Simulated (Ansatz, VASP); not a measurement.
# One calculation of CdHg5Se6, two programs

```
CELL_PARAMETERS angstrom
4.42653 -0.00161 0.00013
-0.00164 4.42587 -0.00039
0.00118 -0.00124 18.68943
ATOMIC_POSITIONS crystal
Cd 0.00094 0.99945 0.49999
Hg 0.00061 0.00018 0.83266
Hg 0.49699 0.49880 0.00000
Hg 0.00209 0.00414 0.16733
Hg 0.50188 0.49758 0.33464
Hg 0.49731 0.49973 0.66535
Se 0.50148 0.99949 0.08363
Se 0.00160 0.50275 0.25100
Se 0.50086 0.99855 0.41844
Se 0.99825 0.49943 0.58157
Se 0.50003 0.99976 0.74901
Se 0.99796 0.50014 0.91638
```

Change from the starting cell: cell x1, atoms moved at random (sigma 0.15 Å) and cell strained at random (1.5 %), then relaxed without symmetry.

Alike in both runs: functional PBE; k mesh 6 × 6 × 2; occupations gaussian, width 0.2 eV; no spin polarisation.

Ansatz relaxed the structure, and its values are those at the end. VASP's run is a single point on that final structure, the one shown.

|  | VASP | Ansatz |
| --- | --- | --- |
| version | VASP 6.6.1 | Ansatz 0.2.0 |
| potentials or method | VASP PAW PBE potentials, release 64 (Cd, Hg, Se), cutoff 520 eV | scalar-relativistic, plane waves, PAW |
| valence electrons in the cell | 108 | 216 |

```tsv
	VASP	Ansatz	Ansatz less VASP
pressure (GPa)	0.2	0.0	-0.20
```

VASP's potentials hold 108 valence electrons a cell and Ansatz's 216, so a difference there can come from the potentials and not from the codes.

Neither program's run includes spin-orbit coupling.
